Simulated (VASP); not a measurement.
# Sb (Im-3m) in VASP: further runs

The runs below take Sb through relaxation of cell and atoms, with HF, PBE0, PBE-based screened hybrid with 25 % exact exchange.

Everything below comes from runs of VASP 6.6.1. Logs are shortened: lines on timing, memory, paths and dates and some standing lists are left out, and cuts for length are marked.

### Step 1. The cell of the first run

Symmetry: Im-3m, No. 229, cubic system. Conventional cell: a = 3.743 Å, b = 3.743 Å, c = 3.743 Å, α = 90.00°, β = 90.00°, γ = 90.00°. Sb (site symmetry m-3m) has 14 Sb at 3.24 to 3.74 Å within 4.3 Å.

This isn't the form of Sb at room conditions, which is rhombohedral.

### Step 2. Relaxation of cell and atoms, HF

Input file POSCAR:

```
Sb
1.0
   -1.8713408863      1.8713408863      1.8713408863
    1.8713408863     -1.8713408863      1.8713408863
    1.8713408863      1.8713408863     -1.8713408863
Sb
1
Direct
    0.0000000000      0.0000000000      0.0000000000
```

Input file INCAR.step1:

```
SYSTEM = Sb
PREC = Accurate
ENCUT = 500
EDIFF = 1E-5
ISMEAR = -1
SIGMA = 0.05
LREAL = .FALSE.
LASPH = .TRUE.
NELM = 120
ALGO = Normal
LWAVE = .TRUE.
LCHARG = .FALSE.
GGA = PE
NBANDS = 14
GGA_COMPAT = .FALSE.
IBRION = 2
ISIF = 3
EDIFFG = -0.005
NELMIN = 4
NSW = 100
```

Input file INCAR.step2:

```
SYSTEM = Sb
PREC = Accurate
ENCUT = 500
EDIFF = 1E-7
ISMEAR = -1
SIGMA = 0.05
LREAL = .FALSE.
LASPH = .TRUE.
NELM = 120
ALGO = Normal
ISIF = 3
LWAVE = .FALSE.
LCHARG = .FALSE.
GGA = PE
LHFCALC = .TRUE.
AEXX = 1.0
ALDAC = 0.0
AGGAC = 0.0
PRECFOCK = Normal
IBRION = 2
NSW = 60
EDIFFG = -0.01
ISTART = 1
GGA_COMPAT = .FALSE.
NELMIN = 4
```

Input file KPOINTS:

```
regular mesh
0
G
  5 5 5
  0 0 0
```

Potentials or basis: VASP PAW PBE potentials, release 64 (Sb_d_GW).

Launch:

```console
$ cat potpaw_PBE.64/Sb_d_GW/POTCAR > POTCAR
$ cp INCAR.step1 INCAR
$ mpirun -np 1 vasp_std > vasp.out
$ cp INCAR.step2 INCAR
$ mpirun -np 1 vasp_std > vasp.out
```

OUTCAR:

```text
SYSTEM = Sb
   PREC = Accurate
   ENCUT = 500
   EDIFF = 1E-7
   ISMEAR = -1
   LREAL = .FALSE.
   LASPH = .TRUE.
   NELM = 120
   ISIF = 3
   GGA = PE
   LHFCALC = .TRUE.
   AEXX = 1.0
   PRECFOCK = Normal
   IBRION = 2
   NSW = 60
   EDIFFG = -0.01
   ISTART = 1
   NELMIN = 4

 ion  position               nearest neighbor table
   1  0.000  0.000  0.000-

  LATTYP: Found a body centered cubic cell.
 ALAT       =     3.7426817726

  Lattice vectors:

 A1 = (  -1.8713408863,   1.8713408863,   1.8713408863)
 A2 = (   1.8713408863,  -1.8713408863,   1.8713408863)
 A3 = (   1.8713408863,   1.8713408863,  -1.8713408863)

Analysis of symmetry for initial positions (statically):
=====================================================================
 Subroutine PRICEL returns:
 Original cell was already a primitive cell.

 Routine SETGRP: Setting up the symmetry group for a
 body centered cubic supercell.

 Subroutine GETGRP returns: Found 48 space group operations
 (whereof 48 operations were pure point group operations)
 out of a pool of 48 trial point group operations.

The static configuration has the point symmetry O_h .

Analysis of symmetry for dynamics (positions and initial velocities):
=====================================================================
 Subroutine PRICEL returns:
 Original cell was already a primitive cell.

 Routine SETGRP: Setting up the symmetry group for a
 body centered cubic supercell.

 Subroutine GETGRP returns: Found 48 space group operations
 (whereof 48 operations were pure point group operations)
 out of a pool of 48 trial point group operations.

The dynamic configuration has the point symmetry O_h .

 Subroutine INISYM returns: Found 48 space group operations
 (whereof 48 operations are pure point group operations),
 and found     1 'primitive' translations

----------------------------------------------------------------------------------------

                                     Primitive cell

  volume of cell :      26.2131

  direct lattice vectors                    reciprocal lattice vectors
    -1.871340886  1.871340886  1.871340886     0.000000000  0.267188092  0.267188092
     1.871340886 -1.871340886  1.871340886     0.267188092  0.000000000  0.267188092
     1.871340886  1.871340886 -1.871340886     0.267188092  0.267188092  0.000000000

  length of vectors
     3.241257493  3.241257493  3.241257493     0.377861023  0.377861023  0.377861023

  position of ions in fractional coordinates (direct lattice)
     0.000000000  0.000000000  0.000000000

  ion indices of the primitive-cell ions
   primitive index   ion index
                 1           1

----------------------------------------------------------------------------------------

 KPOINTS: regular mesh

Automatic generation of k-mesh.
 Grid dimensions read from file:
 generate k-points for:    5    5    5

 Generating k-lattice:

  Cartesian coordinates                     Fractional coordinates (reciprocal lattice)
     0.000000000  0.053437618  0.053437618     0.200000000  0.000000000  0.000000000
     0.053437618  0.000000000  0.053437618     0.000000000  0.200000000  0.000000000
     0.053437618  0.053437618  0.000000000     0.000000000  0.000000000  0.200000000

  Length of vectors
     0.075572205  0.075572205  0.075572205

  Shift w.r.t. Gamma in fractional coordinates (k-lattice)
     0.000000000  0.000000000  0.000000000

 Subroutine IBZKPT returns following result:
 ===========================================

 Found     10 irreducible k-points:

 Following reciprocal coordinates:
            Coordinates               Weight
  0.000000  0.000000  0.000000      1.000000
  0.200000  0.000000  0.000000     12.000000
  0.400000  0.000000  0.000000     12.000000
  0.200000  0.200000  0.000000     24.000000
  0.400000  0.200000  0.000000     24.000000
  0.200000  0.200000  0.200000      8.000000
 -0.200000  0.200000  0.200000      6.000000
 -0.400000  0.400000  0.200000     24.000000
 -0.400000 -0.400000  0.200000      8.000000
 -0.400000  0.400000  0.400000      6.000000
   k-points           NKPTS =     10   k-points in BZ     NKDIM =    125   number of bands    NBANDS=     11
   number of dos      NEDOS =    301   number of ions     NIONS =      1
   total plane-waves  NPLWV =  13824
   dimension x,y,z NGX =    24 NGY =   24 NGZ =   24
   dimension x,y,z NGXF=    48 NGYF=   48 NGZF=   48
   ions per type =               1
   NGX,Y,Z   is equivalent  to a cutoff of  12.31, 12.31, 12.31 a.u.
   NGXF,Y,Z  is equivalent  to a cutoff of  24.62, 24.62, 24.62 a.u.
 SYSTEM =  Sb
   PREC   = accura    normal or accurate (medium, high low for compatibility)
   ISTART =      1    job   : 0-new  1-cont  2-samecut
   ICHARG =      0    charge: 1-file 2-atom 10-const
   ISPIN  =      1    spin polarized calculation?
   LNONCOLLINEAR =      F non collinear calculations
   LSORBIT =      F    spin-orbit coupling
   LASPH  =      T    aspherical Exc in radial PAW
   ENCUT  =  500.0 eV  36.75 Ry    6.06 a.u.   5.91  5.91  5.91*2*pi/ulx,y,z
   NELM   =    120;   NELMIN=  4; NELMDL=  0     # of ELM steps
   EDIFF  = 0.1E-06   stopping-criterion for ELM
   LREAL  =      F    real-space projection
   EDIFFG = -.1E-01   stopping-criterion for IOM
   NSW    =     60    number of steps for IOM
   IBRION =      2    ionic relax: 0-MD 1-quasi-New 2-CG
   NFREE  =      1    steps in history (QN), initial steepest desc. (CG)
   ISIF   =      3    stress and relaxation
   ISYM   =      3    0-nonsym 1-usesym 2-fastsym
   POTIM  = 0.5000    time-step for ionic-motion
   TEBEG  =    0.0;   TEEND  =   0.0 temperature during run
   PSTRESS=    0.0 pullay stress
   NELECT =      15.0000    total number of electrons
   NUPDOWN=      -1.0000    fix difference up-down
   EMIN   =  10.00;   EMAX   =-10.00  energy-range for DOS
   EFERMI =   0.00;   METHOD = LEGACY
   ISMEAR =    -1;   SIGMA  =   0.05  broadening in eV -4-tet -1-fermi 0-gaus
   EFERMI_NEDOS =   21; number of points for ismear=-14 and -15
   IALGO  =     38    algorithm
   IMIX   =      1    mixing-type and parameters
     AMIX     =   0.40;   BMIX     =  1.00
     AMIX_MAG =   1.60;   BMIX_MAG =  1.00
  volume/ion in A,a.u.               =      26.21       176.89
  Fermi-wavevector in a.u.,A,eV,Ry     =   1.359145  2.568411 25.133691  1.847274
  Thomas-Fermi vector in A             =   2.485918
   LORBIT       =      0    0 simple, 1 ext, 2 COOP (PROOUT), +10 PAW based schemes
   GGA     = PE    functional components
   LHFCALC =     T    Hartree Fock is set to
   PRECFOCK=normal    Normal, Fast or Accurate (Low or Medium for compatibility)
   ENCUT4O =  -1.0   cutoff for four orbital integrals eV
   NKREDX  =     1    reduce k-point grid by
   NKREDY  =     1    reduce k-point grid by
   NKREDZ  =     1    reduce k-point grid by
   AEXX    =    1.0000 exact exchange contribution
   HFSCREEN=    0.0000 screening length (either q_TF or 0.3 A-1)
   HFSCREENC=   0.0000 screening length for correlation (either q_TF or 0.3 A-1)
   ENCUTFOCK=  -1.0 apply spherical cutoff to Coloumb kernel
   IVDW    =     0    specifies the selected vdW correction
   LEPSILON=     F    determine dielectric tensor
   LRPA    =     F    only Hartree local field effects (RPA)
 conjugate gradient relaxation of ions
 non-spin polarized calculation
  energy-cutoff  :      500.00
  volume of cell :       26.21
 maximum number of plane-waves:       676
  NGX = 18; NGY = 18; NGZ = 18

--------------------------------------- Ionic step        1  -------------------------------------------

 number of electron      14.9999987 magnetization

 Free energy of the ion-electron system (eV)
  ---------------------------------------------------
  ext. energy  EPLUGINS =         0.00000000
  ---------------------------------------------------
  free energy    TOTEN  =        -7.37180236 eV

  energy without entropy =       -7.36538682  energy(sigma->0) =       -7.36859459

------------------------ aborting loop because EDIFF is reached ----------------------------------------

  FORCE on cell =-STRESS in cart. coord.  units (eV):
  Direction    XX          YY          ZZ          XY          YZ          ZX
  --------------------------------------------------------------------------------------
  -------------------------------------------------------------------------------------
  Total        0.7842777      0.7842777      0.7842777     -0.0000000      0.0000000      0.0000000
  in kB       47.9359932     47.9359932     47.9359932     -0.0000000      0.0000000      0.0000000
  external PRESSURE =      47.9359932 kB  Pullay stress =       0.0000000 kB

 VOLUME and BASIS-vectors are now :
 -----------------------------------------------------------------------------
  energy-cutoff  :      500.00
  volume of cell :       26.21
      direct lattice vectors                 reciprocal lattice vectors
    -1.871340886  1.871340886  1.871340886     0.000000000  0.267188092  0.267188092
     1.871340886 -1.871340886  1.871340886     0.267188092  0.000000000  0.267188092
     1.871340886  1.871340886 -1.871340886     0.267188092  0.267188092  0.000000000
[... 36 lines left out ...]
 POSITION                                       TOTAL-FORCE (eV/Angst)
 -----------------------------------------------------------------------------------
      0.00000      3.88429      0.00000        -0.000000     -0.000000      0.000000
 -----------------------------------------------------------------------------------
    total drift:                                0.000000      0.000000      0.000000

  FREE ENERGIE OF THE ION-ELECTRON SYSTEM (eV)
  ---------------------------------------------------
  free  energy   TOTEN  =        -7.3790098061 eV

  energy  without entropy=       -7.3725942645  energy(sigma->0) =       -7.37580204

--------------------------------------- Ionic step        3  -------------------------------------------

 number of electron      15.0000013 magnetization

 Free energy of the ion-electron system (eV)
  ---------------------------------------------------
  ext. energy  EPLUGINS =         0.00000000
  ---------------------------------------------------
  free energy    TOTEN  =        -7.39452818 eV

  energy without entropy =       -7.38811264  energy(sigma->0) =       -7.39132041

 E-fermi :   6.0967     XC(G=0):   0.0000

 val. band max:        5.9890671893   @ k =  -0.4000   0.4000   0.2000
 cond. band min:       8.6899595197   @ k =   0.2000   0.2000   0.0000
 fundamental gap:      2.7008923303
 Fermi energy:         6.0966552995

 k-point     1 :       0.0000    0.0000    0.0000
  band No.  band energies     occupation
      1     -33.8846      2.00000
      2     -33.8846      2.00000
      3     -33.8846      2.00000
      4     -33.7834      2.00000
      5     -33.7834      2.00000
      6     -13.1844      2.00000
      7      16.7691      0.00000
      8      16.7691      0.00000
      9      16.7691      0.00000
     10      22.9130      0.00000
     11      22.9130      0.00000

 k-point     2 :       0.2000    0.0000    0.0000
  band No.  band energies     occupation
      1     -33.8937      2.00000
      2     -33.8706      2.00000
      3     -33.8388      2.00000
      4     -33.7942      2.00000
      5     -33.7886      2.00000
      6     -12.0090      2.00000
      7      10.3754      0.00000
      8      14.0086      0.00000
      9      15.9636      0.00000
     10      19.6501      0.00000
     11      19.9070      0.00000
[... 132 lines left out ...]
 POSITION                                       TOTAL-FORCE (eV/Angst)
 -----------------------------------------------------------------------------------
      0.00000     -0.00000      0.00000         0.000000      0.000000      0.000000
 -----------------------------------------------------------------------------------
    total drift:                                0.000000      0.000000     -0.000000

  FREE ENERGIE OF THE ION-ELECTRON SYSTEM (eV)
  ---------------------------------------------------
  free  energy   TOTEN  =        -7.3945281778 eV

  energy  without entropy=       -7.3881126362  energy(sigma->0) =       -7.39132041

 reached required accuracy - stopping structural energy minimisation
```

Run time: 14 min. Hardware: 1 thread of Intel Xeon 6975P-C (Granite Rapids), shared host; peak memory 0.17 GiB.

Results:

```yaml
Free_energy: -7.3945 eV
Relaxed_volume: 27.83 Å³/atom
Relaxed_cell: a = 3.307 Å, b = 3.307 Å, c = 3.307 Å, α = 109.47°, β = 109.47°, γ = 109.47°
Space_group_after_relaxing_to_0.1_Å: Im-3m (No. 229)
Energy_gained_by_relaxing: 22.7 meV/atom
Ionic_steps: 3
Pressure_after_relaxing: 0.0 GPa
Band_gap_on_the_k_mesh: zero (an odd number of electrons rules out a gap without spin polarisation)
```

The path:
```csv
step,energy change (eV),largest force (eV/Å),pressure (GPa),volume (Å³)
1,0.0000,0.0000,4.79,26.21
2,-0.0072,0.0000,-3.22,29.30
3,-0.0227,0.0000,0.01,27.83
```

Final structure:
```
Sb
1.0
    -1.90915    1.90915    1.90915
     1.90915   -1.90915    1.90915
     1.90915    1.90915   -1.90915
Sb
1
Direct
  0.00000 0.00000 0.00000
```

Caveat: the k points lie up to 0.47 Å⁻¹ apart in the final cell, too coarse for converged energies and pressures of a metal; the PAW data sets were made with another functional, which shifts forces and pressure a little; spin-orbit coupling is left out, which moves the levels of the heavy elements; an odd number of electrons without spin polarisation forces a metal; a magnetic or distorted state may lie lower.

### Step 3. Relaxation of cell and atoms, PBE0

POSCAR is that of step 2.

Input file INCAR.step1:

```
SYSTEM = Sb
ALGO = Normal
EDIFF = 1E-5
EDIFFG = -0.005
ENCUT = 500
GGA = PE
GGA_COMPAT = .False.
IBRION = 2
ISIF = 3
ISMEAR = -1
LASPH = .True.
LCHARG = .False.
LREAL = .False.
LWAVE = .True.
NBANDS = 14
NELM = 120
NELMIN = 4
NSW = 100
PREC = Accurate
SIGMA = 0.05
```

Input file INCAR.step2:

```
SYSTEM = Sb
AEXX = 0.25
ALGO = Normal
EDIFF = 1E-7
EDIFFG = -0.01
ENCUT = 500
GGA = PE
GGA_COMPAT = .False.
IBRION = 2
ISIF = 3
ISMEAR = -1
ISTART = 1
LASPH = .True.
LCHARG = .False.
LHFCALC = .True.
LREAL = .False.
LWAVE = .False.
NELM = 120
NELMIN = 4
NSW = 60
PREC = Accurate
PRECFOCK = Normal
SIGMA = 0.05
```

Input file KPOINTS:

```
k-points
0
Gamma
  5 5 5
  0 0 0
```

Potentials or basis: VASP PAW PBE potentials, release 64 (Sb_d_GW).

Launch:

```console
$ cat potpaw_PBE.64/Sb_d_GW/POTCAR > POTCAR
$ cp INCAR.step1 INCAR
$ mpirun -np 1 vasp_std > vasp.out
$ cp INCAR.step2 INCAR
$ mpirun -np 1 vasp_std > vasp.out
```

It took 11 min on 1 thread of AMD EPYC 9R45 (Zen 5), shared host; peak memory 0.14 GiB.

The run converged. Its results:

| Item | Value |
| --- | --- |
| Free energy | -5.1549 eV |
| Relaxed volume | 25.44 Å³/atom |
| Relaxed cell | a = 3.209 Å, b = 3.209 Å, c = 3.209 Å, α = 109.47°, β = 109.47°, γ = 109.47° |
| Space group after relaxing (to 0.1 Å) | Im-3m (No. 229) |
| Energy gained by relaxing | 5.4 meV/atom |
| Ionic steps | 3 |
| Pressure after relaxing | 0.0 GPa |
| Band gap on the k mesh | zero (an odd number of electrons rules out a gap without spin polarisation) |

The path:
```tsv
step	energy change (eV)	largest force (eV/Å)	pressure (GPa)	volume (Å³)
1	0.0000	0.0000	-2.14	26.21
2	-0.0024	0.0000	1.89	24.90
3	-0.0054	0.0000	0.01	25.44
```

Final structure:
```
Sb
1.0
    -1.85270    1.85270    1.85270
     1.85270   -1.85270    1.85270
     1.85270    1.85270   -1.85270
Sb
1
Cartesian
  0.0000 0.0000 0.0000
```

Levels at points of the mesh, in eV from the Fermi level:
| k point | band 4 | band 5 | band 6 | band 7 | band 8 | band 9 | band 10 | band 11 |
| --- | --- | --- | --- | --- | --- | --- | --- | --- |
| (0.00, 0.00, 0.00) | -32.18 | -32.18 | -15.24 | 7.17 | 7.17 | 7.17 | 12.86 | 12.86 |

Caveat: the k points lie up to 0.48 Å⁻¹ apart in the final cell, too coarse for converged energies and pressures of a metal; the PAW data sets were made with another functional, which shifts forces and pressure a little; spin-orbit coupling is left out, which moves the levels of the heavy elements; an odd number of electrons without spin polarisation forces a metal; a magnetic or distorted state may lie lower.

### Step 4. Relaxation of cell and atoms, PBE-based screened hybrid with 25 % exact exchange

POSCAR is that of step 3.

Input file INCAR.step1:

```
ALGO = Normal
EDIFF = 1E-5
EDIFFG = -0.005
ENCUT = 500
GGA = PE
GGA_COMPAT = F
IBRION = 2
ISIF = 3
ISMEAR = -1
LASPH = T
LCHARG = F
LREAL = F
LWAVE = T
NBANDS = 14
NELM = 120
NELMIN = 4
NSW = 100
PREC = Accurate
SIGMA = 0.05
```

Input file INCAR.step2:

```
AEXX = 0.25
ALGO = Normal
EDIFF = 1E-7
EDIFFG = -0.01
ENCUT = 500
GGA = PE
GGA_COMPAT = F
HFSCREEN = 0.3
IBRION = 2
ISIF = 3
ISMEAR = -1
ISTART = 1
LASPH = T
LCHARG = F
LHFCALC = T
LREAL = F
LWAVE = F
NELM = 120
NELMIN = 4
NSW = 60
PREC = Accurate
PRECFOCK = Normal
SIGMA = 0.05
```

Input file KPOINTS:

```
k-points
0
Gamma
  5 5 5
```

Launch:

```console
$ cat potpaw_PBE.64/Sb_d_GW/POTCAR > POTCAR
$ cp INCAR.step1 INCAR
$ mpirun -np 1 vasp_std > vasp.out
$ cp INCAR.step2 INCAR
$ mpirun -np 1 vasp_std > vasp.out
```

Run time: 14 min. Hardware: 1 thread of Intel Xeon Platinum 8488C (Sapphire Rapids), shared host; peak memory 0.26 GiB.

Results (log left out):

```yaml
Free_energy: -4.4397 eV
Relaxed_volume: 25.98 Å³/atom
Relaxed_cell: a = 3.232 Å, b = 3.232 Å, c = 3.232 Å, α = 109.47°, β = 109.47°, γ = 109.47°
Space_group_after_relaxing_to_0.1_Å: Im-3m (No. 229)
Energy_gained_by_relaxing: 0.4 meV/atom
Ionic_steps: 3
Pressure_after_relaxing: 0.0 GPa
Band_gap_on_the_k_mesh: zero (an odd number of electrons rules out a gap without spin polarisation)
```

The path:
| step | energy change (eV) | largest force (eV/Å) | pressure (GPa) | volume (Å³) |
| --- | --- | --- | --- | --- |
| 1 | 0.0000 | 0.0000 | -0.48 | 26.21 |
| 2 | -0.0004 | 0.0000 | 0.27 | 25.92 |
| 3 | -0.0004 | 0.0000 | -0.01 | 25.98 |

Final structure:
```
CELL_PARAMETERS angstrom
-1.86578 1.86578 1.86578
1.86578 -1.86578 1.86578
1.86578 1.86578 -1.86578
ATOMIC_POSITIONS crystal
Sb 0.00000 0.00000 0.00000
```

Levels at points of the mesh, in eV from the Fermi level:
| k point | band 5 | band 6 | band 7 | band 8 | band 9 | band 10 |
| --- | --- | --- | --- | --- | --- | --- |
| (0.00, 0.00, 0.00) | -31.73 | -14.59 | 6.24 | 6.24 | 6.24 | 11.99 |

Caveat: the k points lie up to 0.48 Å⁻¹ apart in the final cell, too coarse for converged energies and pressures of a metal; the PAW data sets were made with another functional, which shifts forces and pressure a little; spin-orbit coupling is left out, which moves the levels of the heavy elements; an odd number of electrons without spin polarisation forces a metal; a magnetic or distorted state may lie lower.

### Step 5. Overview

```csv
level,share of exact exchange,screening parameter,gap on the mesh (eV),pressure (GPa),relaxed volume (Å³/atom)
HF,1,-,none,0.0,27.83
PBE0,0.25,-,none,0.0,25.44
PBE-based screened hybrid with 25 % exact exchange,0.25,0.3 1/Å,none,0.0,25.98
```

Alike in all rows: task relaxation of cell and atoms; potentials or basis VASP PAW PBE potentials, release 64 (Sb_d_GW); no spin polarisation; cell relaxed; k mesh 5 × 5 × 5; cutoff (eV) 500; smearing fermi-dirac 0.05 eV.

Caveats: all runs use coarse meshes; the PAW data sets were made with another functional, which shifts forces and pressure a little; spin-orbit coupling is left out, which moves the levels of the heavy elements; an odd number of electrons without spin polarisation forces a metal; a magnetic or distorted state may lie lower.

Absolute energies hang on the potentials; compare differences alone.

The gap in the log of VASP goes by the Fermi energy; the results here count the filled bands.